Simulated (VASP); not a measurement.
**Ca2Pd: single point with PBE**

Crystal: Ca2Pd.

```xyz
3
Lattice="5.1836 0.0000 0.0000 -2.5918 4.4891 0.0000 0.0000 0.0000 3.2002" Properties=species:S:1:pos:R:3 pbc="T T T"
Ca    0.0000    2.9927    1.6001
Ca    2.5918    1.4964    1.6001
Pd    0.0000    0.0000    0.0000
```

```yaml
Program: VASP 6.6.1
Task: single point
Functional: PBE
Potentials_or_basis: VASP PAW PBE potentials, release 64 (Ca_sv, Pd)
Cutoff: 520 eV
k_mesh: 6 × 6 × 6
Occupations: gaussian, width 0.1 eV
Spin: no spin polarisation
```

```
Pressure               : 0.2 GPa
Band gap on the k mesh : zero (bands 15 and 16 overlap by 2.61 eV)
```

Stress tensor (GPa, compression positive):
```
0.04 0.00 0.00
0.00 0.04 0.00
0.00 0.00 0.47
```

Levels at points of the mesh, in eV from the Fermi level:
| k point | band 12 | band 13 | band 14 | band 15 | band 16 | band 17 | band 18 | band 19 |
| --- | --- | --- | --- | --- | --- | --- | --- | --- |
| (0.00, 0.00, 0.00) | -2.51 | -1.77 | -1.77 | 0.34 | 0.34 | 1.01 | 1.48 | 2.05 |
| (0.50, 0.00, 0.00) | -2.38 | -2.36 | -1.80 | -1.77 | 0.83 | 0.89 | 1.43 | 1.50 |
| (0.00, 0.00, 0.50) | -2.63 | -2.44 | -1.21 | 0.33 | 1.29 | 1.29 | 2.18 | 2.18 |
| (0.50, 0.00, 0.50) | -2.23 | -2.13 | -0.39 | 0.05 | 0.12 | 0.33 | 1.92 | 2.12 |

It took 78 s on 1 thread of Oxide Virtual Turin-like Processor (shared host), peak memory 0.18 GiB.
